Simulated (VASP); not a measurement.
Write the native input for VASP 6.6.1 that does the following.

* Task: single point
* Functional: PBE
* Potentials or basis: VASP PAW PBE potentials, release 64 (Ag)
* Cutoff: 500 eV
* k mesh: 18 × 18 × 18
* Occupations: fermi-dirac, width 0.1 eV
* Spin: no spin polarisation
* Dipole correction: no
* Further INCAR settings: ALGO = Normal; EDIFF = 1e-06; NBANDS = 12

The structure of Ag lies in POSCAR:

```
Ag
1.0
    0.0000000000      2.0737778978      2.0737778978
    2.0737778978      0.0000000000      2.0737778978
    2.0737778978      2.0737778978      0.0000000000
Ag
1
Direct
    0.0000000000      0.0000000000      0.0000000000
```

One way to write it, as run:

INCAR

```
SYSTEM = Ag
ALGO = Normal
EDIFF = 1E-6
ENCUT = 500
GGA = PE
GGA_COMPAT = .False.
ISIF = 2
ISMEAR = -1
LASPH = .True.
LCHARG = .False.
LREAL = .False.
LWAVE = .False.
NBANDS = 12
NELM = 120
PREC = Accurate
SIGMA = 0.1
```

KPOINTS

```
k-points
0
Gamma
  18 18 18
  0 0 0
```

Potentials or basis: VASP PAW PBE potentials, release 64 (Ag).

The run is started by

```bash
$ cat potpaw_PBE.64/Ag/POTCAR > POTCAR
$ mpirun -np 1 vasp_std > vasp.out
```

It gave:

- Pressure: 0.0 GPa
- Band gap on the k mesh: zero (an odd number of electrons rules out a gap without spin polarisation)

Wall time 11 s on 1 thread of Intel(R) Xeon(R) Platinum 8481C CPU @ 2.70GHz (Sapphire Rapids), on a shared host, peak memory 0.16 GiB.
